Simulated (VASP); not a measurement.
The system is Si.

```
Si
1.0
     4.06128    0.00000    0.00000
    -2.03064    3.51717    0.00000
     0.00000    0.00000    6.24927
Si
4
Cartesian
  0.0000 2.3448 0.3701
  2.0306 1.1724 3.4947
  0.0000 2.3448 2.7545
  2.0306 1.1724 5.8792
```

This cell differs from its parent crystal: epitaxial xy strain +6.0%.

Base run:

| Property | Result |
| --- | --- |
| Program | VASP 6.6.1 |
| Functional | r2SCAN |
| Potentials or basis | VASP PAW PBE potentials, release 64 (Si) |
| Cutoff | 520 eV |
| k mesh | 12 × 12 × 4 |
| Occupations | fermi-dirac, width 0.02 eV |
| Spin | no spin polarisation |

Its results: band gap on the k mesh 0.27 eV; pressure -7.8 GPa; largest force 0.007 eV/Å.

Task: The run is repeated on the same cell with these changes: functional from r2SCAN to PBE; further incar settings from ALGO = Normal; EDIFF = 1e-06; NBANDS = 16 to ALGO = Normal; EDIFF = 1e-07; NBANDS = 16. What comes out?

Result: Band gap on the k mesh 0.02 eV; pressure -6.2 GPa; largest force 0.048 eV/Å.

Caveats: semilocal functionals underestimate gaps, and a narrow one can read as zero; the stress differs along the axes, from -12 to -0 GPa (at least some runs); the PAW data sets were made with another functional, which shifts forces and pressure a little (at least some runs); the stress differs along the axes, from -10 to 1 GPa (at least some runs); the smearing spreads over this small gap (at least some runs).

A k mesh can miss the band edges.
